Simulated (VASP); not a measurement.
# TiSn (Fm-3m) in VASP: notebook, part 2 of 2

VASP 6.6.1. The steps go on from the part before.

### 3 Relaxation of cell and atoms, PBE

INCAR

```
SYSTEM = TiSn
PREC = Accurate ; ENCUT = 600
EDIFF = 1E-7 ; ISMEAR = 0
SIGMA = 0.1 ; LREAL = .False.
LASPH = .True. ; NELM = 100
ALGO = Normal ; ISIF = 3
LWAVE = .False. ; LCHARG = .False.
GGA = PE ; IBRION = 2
NSW = 100 ; EDIFFG = -0.01
```

KPOINTS

```
Automatic mesh
0
Gamma
  18 18 18
  0 0 0
```

POSCAR

```
TiSn
1.0
    0.0000000000      2.8014640301      2.8014640301
    2.8014640301      0.0000000000      2.8014640301
    2.8014640301      2.8014640301      0.0000000000
Ti Sn
1 1
Direct
    0.5000000000      0.5000000000      0.5000000000
    0.0000000000      0.0000000000      0.0000000000
```

Potentials or basis: VASP PAW PBE potentials, release 64 (Ti_sv, Sn_d).

On the command line:

```
$ cat potpaw_PBE.64/Ti_sv/POTCAR potpaw_PBE.64/Sn_d/POTCAR > POTCAR
$ mpirun -np 1 vasp_std > vasp.out
```

OUTCAR:

```text
SYSTEM = TiSn
   PREC = Accurate
   ENCUT = 600
   EDIFF = 1E-7
   ISMEAR = 0
   LREAL = .False.
   LASPH = .True.
   NELM = 100
   ISIF = 3
   GGA = PE
   IBRION = 2
   NSW = 100
   EDIFFG = -0.01

 ion  position               nearest neighbor table
   1  0.500  0.500  0.500-   2 2.80   2 2.80   2 2.80   2 2.80   2 2.80   2 2.80
   2  0.000  0.000  0.000-   1 2.80   1 2.80   1 2.80   1 2.80   1 2.80   1 2.80

  LATTYP: Found a face centered cubic cell.
 ALAT       =     5.6029280602

  Lattice vectors:

 A1 = (   0.0000000000,   2.8014640301,   2.8014640301)
 A2 = (   2.8014640301,   0.0000000000,   2.8014640301)
 A3 = (   2.8014640301,   2.8014640301,   0.0000000000)

Analysis of symmetry for initial positions (statically):
=====================================================================
 Subroutine PRICEL returns:
 Original cell was already a primitive cell.

 Routine SETGRP: Setting up the symmetry group for a
 face centered cubic supercell.

 Subroutine GETGRP returns: Found 48 space group operations
[... 162 lines left out ...]
  free energy    TOTEN  =       -11.80902816 eV

  energy without entropy =      -11.80502124  energy(sigma->0) =      -11.80702470

 E-fermi :   8.1840     XC(G=0): -10.8195

 val. band max:        8.1794110435   @ k =   0.1111   0.1111   0.0000
 cond. band min:       8.1859003823   @ k =   0.2222   0.1667   0.0000
 fundamental gap:      0.0064893388
 Fermi energy:         8.1839851962

 k-point     1 :       0.0000    0.0000    0.0000
  band No.  band energies     occupation
      1     -49.1495      2.00000
      2     -25.4125      2.00000
      3     -25.4125      2.00000
      4     -25.4125      2.00000
      5     -12.6977      2.00000
      6     -12.6977      2.00000
[... 457 lines left out ...]
      4     -25.4166      2.00000
      5     -12.6859      2.00000
      6     -12.6818      2.00000
[... 9 lines left out ...]
     16       9.9800      0.00000
     17      12.2617      0.00000

 [... further k-points ...]

------------------------ aborting loop because EDIFF is reached ----------------------------------------

  FORCE on cell =-STRESS in cart. coord.  units (eV):
  Direction    XX          YY          ZZ          XY          YZ          ZX
  --------------------------------------------------------------------------------------
  -------------------------------------------------------------------------------------
  Total       -0.0140018     -0.0140018     -0.0140018     -0.0000000      0.0000000      0.0000000
  in kB       -0.5101641     -0.5101641     -0.5101641     -0.0000000      0.0000000      0.0000000
  external PRESSURE =      -0.5101641 kB  Pullay stress =       0.0000000 kB

 VOLUME and BASIS-vectors are now :
 -----------------------------------------------------------------------------
  energy-cutoff  :      600.00
  volume of cell :       43.97
      direct lattice vectors                 reciprocal lattice vectors
     0.000000000  2.801464030  2.801464030    -0.178478108  0.178478108  0.178478108
     2.801464030  0.000000000  2.801464030     0.178478108 -0.178478108  0.178478108
     2.801464030  2.801464030  0.000000000     0.178478108  0.178478108 -0.178478108

 POSITION                                       TOTAL-FORCE (eV/Angst)
 -----------------------------------------------------------------------------------
      2.80146      2.80146      2.80146         0.000000     -0.000000      0.000000
      0.00000      0.00000      0.00000         0.000000      0.000000     -0.000000
 -----------------------------------------------------------------------------------
    total drift:                                0.000000     -0.000000      0.000000

  FREE ENERGIE OF THE ION-ELECTRON SYSTEM (eV)
  ---------------------------------------------------
  free  energy   TOTEN  =       -11.8090281606 eV

  energy  without entropy=      -11.8050212422  energy(sigma->0) =      -11.80702470

 reached required accuracy - stopping structural energy minimisation
```

CONTCAR:

```text
TiSn
   1.00000000000000
     0.0000000000000000    2.8014640301000000    2.8014640301000000
     2.8014640301000000    0.0000000000000000    2.8014640301000000
     2.8014640301000000    2.8014640301000000    0.0000000000000000
  Ti              Sn
     1     1
Direct
     0.5000000000000000    0.5000000000000000    0.5000000000000000
     0.0000000000000000    0.0000000000000000    0.0000000000000000

  0.00000000E+00  0.00000000E+00  0.00000000E+00
  0.00000000E+00  0.00000000E+00  0.00000000E+00
```

It took 2.3 min on 1 thread of Intel Xeon Platinum 8488C (Sapphire Rapids), shared host; peak memory 0.32 GiB.

Results:

```yaml
Free_energy: -11.8090 eV
Pressure_after_relaxing: -0.1 GPa
Band_gap_on_the_k_mesh: zero (band 13 reaches 8.36 eV, above the bottom of band 14 at 8.02 eV)
```

Final structure:
```yaml
crystal:
  lattice:
    - [0.00000, 2.80146, 2.80146]
    - [2.80146, 0.00000, 2.80146]
    - [2.80146, 2.80146, 0.00000]
  atoms:
    - { symbol: Ti, position: [0.50000, 0.50000, 0.50000] }
    - { symbol: Sn, position: [0.00000, 0.00000, 0.00000] }
```

Levels at points of the mesh, in eV from the Fermi level:
```tsv
k point	band 11	band 12	band 13	band 14	band 15	band 16
(0.00, 0.00, 0.00)	0.10	0.10	0.10	0.44	0.44	3.32
(0.50, 0.00, 0.00)	-4.61	-1.45	-1.45	0.96	0.96	1.42
(0.50, 0.50, 0.00)	-3.37	-0.98	0.18	0.18	0.84	1.29
```

Caveat: the relaxation stopped at its first step, so nothing moved; spin-orbit coupling is left out, which moves the levels of the heavy elements.
